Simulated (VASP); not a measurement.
A run of VASP 6.6.1 is set up as follows.

Contents of INCAR:

```
SYSTEM = Co
ALGO = Normal ; DIPOL = 0.5 0.5 0.499
EDIFF = 1E-7 ; ENCUT = 520
GGA = PS ; IDIPOL = 3
ISIF = 2 ; ISMEAR = 0
ISPIN = 2 ; LASPH = .True.
LCHARG = .True. ; LDIPOL = .True.
LELF = .True. ; LMAXMIX = 4
LORBIT = 11 ; LREAL = .False.
LVACPOTAV = .True. ; LVHAR = .True.
LWAVE = .False. ; MAGMOM = 1.8 1.8 1.8
NBANDS = 24 ; NELM = 150
PREC = Accurate ; SIGMA = 0.1
```

File KPOINTS:

```
k-points
0
Gamma
  12 12 1
  0 0 0
```

Contents of POSCAR:

```
Co
1.0
    2.4564223054      0.0000000000      0.0000000000
   -1.2282111527      2.1273241189      0.0000000000
    0.0000000000      0.0000000000     20.9694136133
Co
3
Direct
    0.3333333333      0.6666666667      0.4053522982
    0.6666666667      0.3333333333      0.4985478027
    0.3333333333      0.6666666667      0.5917403397
```

Potentials or basis: VASP PAW PBE potentials, release 64 (Co).

Command:

```sh
$ cat potpaw_PBE.64/Co/POTCAR > POTCAR
$ mpirun -np 1 vasp_std > vasp.out
```

(1) Estimate the site moments.

(2) Predict the largest force.

## Answers

(1) Co +1.71, +1.65 μB.

(2) 0.033 eV/Å.

Caveat: the PAW data sets were made with another functional, which shifts forces and pressure a little.
